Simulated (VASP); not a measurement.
A run of VASP 6.6.1 is set up as follows.

The input INCAR:

```
SYSTEM = C
PREC = Accurate
ENCUT = 600
EDIFF = 1E-6
ISMEAR = 0
SIGMA = 0.15
LREAL = .FALSE.
LASPH = .TRUE.
NELM = 120
ALGO = Normal
ISIF = 2
LWAVE = .FALSE.
LCHARG = .TRUE.
GGA = PE
IVDW = 12
LELF = .TRUE.
LVHAR = .TRUE.
NBANDS = 16
GGA_COMPAT = .FALSE.
```

KPOINTS

```
Automatic mesh
0
G
  24 24 2
  0 0 0
```

File POSCAR:

```
C
1.0
    2.5577154007      0.0000000000      0.0000000000
   -1.2788577003      2.0549226684      0.0000000000
    0.0000000000      0.0000000000     23.9222939139
C
4
Direct
    0.0000000000      0.0000000000      0.5711557753
    0.0000000000      0.0000000000      0.4288442247
    0.3333333333      0.6666666667      0.4288237756
    0.6666666667      0.3333333333      0.5711762244
```

Potentials or basis: VASP PAW PBE potentials, release 64 (C).

Command:

```console
$ cat potpaw_PBE.64/C/POTCAR > POTCAR
$ mpirun -np 1 vasp_std > vasp.out
```

Q: What does it give for the largest force?

A: 1.055 eV/Å.

Q: What does it give for the dispersion energy per atom?

A: -0.118 eV.

Forces on the atoms (eV/Å):
```
C    0.000  1.051  0.004
C    0.000 -1.051 -0.004
C    0.000  1.055  0.001
C    0.000 -1.055 -0.001
```

Caveat: the cell differs from its parent crystal (strain +0.0375 x Voigt [1, -1, 0, 0, 0, 0]).
